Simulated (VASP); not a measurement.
# Sb: relaxation of cell and atoms with PBEsol

The system is Sb.

```
Sb
1.0
     3.30432    0.00000    0.00000
    -1.65216    2.86162    0.00000
     0.00000    0.00000    5.47762
Sb
2
Direct
  0.33333 0.66667 0.25000
  0.66667 0.33333 0.75000
```

```
Program                : VASP 6.6.1
Task                   : relaxation of cell and atoms
Functional             : PBEsol
Potentials or basis    : VASP PAW PBE potentials, release 64 (Sb)
Cutoff                 : 500 eV
k mesh                 : 15 × 15 × 8
Occupations            : gaussian, width 0.1 eV
Spin                   : no spin polarisation
Target pressure        : 1 GPa
Dipole correction      : no
Further INCAR settings : ALGO = Normal; EDIFF = 1e-07; IBRION = 2; EDIFFG = -0.008; NSW = 70; ISIF = 3
```

The relaxed volume is 25.79 Å³/atom and the relaxed cell is a = 3.301 Å, b = 3.301 Å, c = 5.464 Å, α = 90.00°, β = 90.00°, γ = 120.00°. The space group after relaxing (to 0.05 Å) is P6_3/mmc (No. 194). The energy change on relaxing (the enthalpy is what falls) is +0.6 meV/atom, the ionic steps are 5 and the pressure after relaxing is 1.0 GPa. The band gap on the k mesh is zero (band 5 reaches 13.71 eV, above the bottom of band 6 at 5.52 eV).

Stress tensor (GPa, compression positive):
```
1.03 0.00 0.00
0.00 1.03 0.00
0.00 0.00 0.95
```

Step by step:
```
step  energy change (eV)  largest force (eV/Å)  pressure (GPa)  volume (Å³)
   1              0.0000                0.0000            0.70        51.79
   2              0.0022                0.0000            1.22        51.43
   3              0.0012                0.0000            1.02        51.57
   4              0.0012                0.0000            1.01        51.57
   5              0.0011                0.0000            1.00        51.57
```

Final structure:
```
Sb
1.0
     3.30133    0.00000    0.00000
    -1.65066    2.85903    0.00000
     0.00000    0.00000    5.46408
Sb
2
Direct
  0.33333 0.66667 0.25000
  0.66667 0.33333 0.75000
```

Levels at points of the mesh, in eV from the Fermi level:
| k point | band 1 | band 2 | band 3 | band 4 | band 5 | band 6 | band 7 | band 8 | band 9 |
| --- | --- | --- | --- | --- | --- | --- | --- | --- | --- |
| (0.00, 0.00, 0.00) | -13.33 | -9.46 | -6.18 | 3.89 | 3.89 | 5.47 | 5.55 | 5.55 | 8.05 |
| (0.00, 0.00, 0.50) | -12.08 | -12.08 | -1.02 | -1.02 | 4.72 | 4.72 | 4.72 | 4.72 | 8.93 |

Wall time 2.1 min on 1 thread of Intel Xeon 8259CL, on a shared host, peak memory 0.2 GiB.

Caveat: the cell is relaxed towards a set pressure, so the enthalpy falls and the energy may rise; the PAW data sets were made with another functional, which shifts forces and pressure a little; spin-orbit coupling is left out, which moves the levels of the heavy elements.
